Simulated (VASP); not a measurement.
Input of a VASP 6.6.1 run:

The input INCAR:

```
SYSTEM = WSe2
PREC = Accurate
ENCUT = 520
EDIFF = 1E-7
ISMEAR = 0
SIGMA = 0.05
LREAL = .FALSE.
LASPH = .TRUE.
NELM = 80
ALGO = Normal
ISIF = 2
LWAVE = .FALSE.
LCHARG = .TRUE.
GGA = PS
LELF = .TRUE.
LVHAR = .TRUE.
NBANDS = 49
```

The input KPOINTS:

```
regular mesh
0
G
  12 12 1
  0 0 0
```

The input POSCAR:

```
WSe2
1.0
    3.2709028599      0.0000000000      0.0000000000
   -1.6354514299      2.8326849700      0.0000000000
    0.0000000000      0.0000000000     29.1847504091
W Se
3 6
Direct
    0.6666666667      0.3333333333      0.0102793410
    0.3333333333      0.6666666667      0.7683243831
    0.3333333333      0.6666666667      0.2213960679
    0.3333333333      0.6666666667      0.0676177497
    0.6666666667      0.3333333333      0.8257750610
    0.6666666667      0.3333333333      0.2786508654
    0.3333333333      0.6666666667      0.9528798087
    0.6666666667      0.3333333333      0.7109825484
    0.6666666667      0.3333333333      0.1640944510
```

Potentials or basis: VASP PAW PBE potentials, release 64 (W_sv, Se).

The run is started by

```console
$ cat potpaw_PBE.64/W_sv/POTCAR potpaw_PBE.64/Se/POTCAR > POTCAR
$ mpirun -np 1 vasp_std > vasp.out
```

Problem. Predict the band gap on the k mesh.

Solution. 1.00 eV, indirect (least direct gap 1.60 eV).

Problem. What does it give for the largest force?

Solution. 0.132 eV/Å.

Forces in eV/Å, atoms in the order of the input:
```
W    0.000  0.000 -0.132
W    0.000  0.000  0.037
W    0.000  0.000  0.095
Se   0.000  0.000 -0.111
Se   0.000  0.000  0.036
Se   0.000  0.000  0.086
Se   0.000  0.000 -0.059
Se   0.000  0.000 -0.037
Se   0.000  0.000  0.086
```

Caveat: the cell differs from its parent crystal (mode 9 (23.2 1/cm) frozen in, largest displacement +0.300 Å); the PAW data sets were made with another functional, which shifts forces and pressure a little; spin-orbit coupling is left out, which moves the levels of the heavy elements.
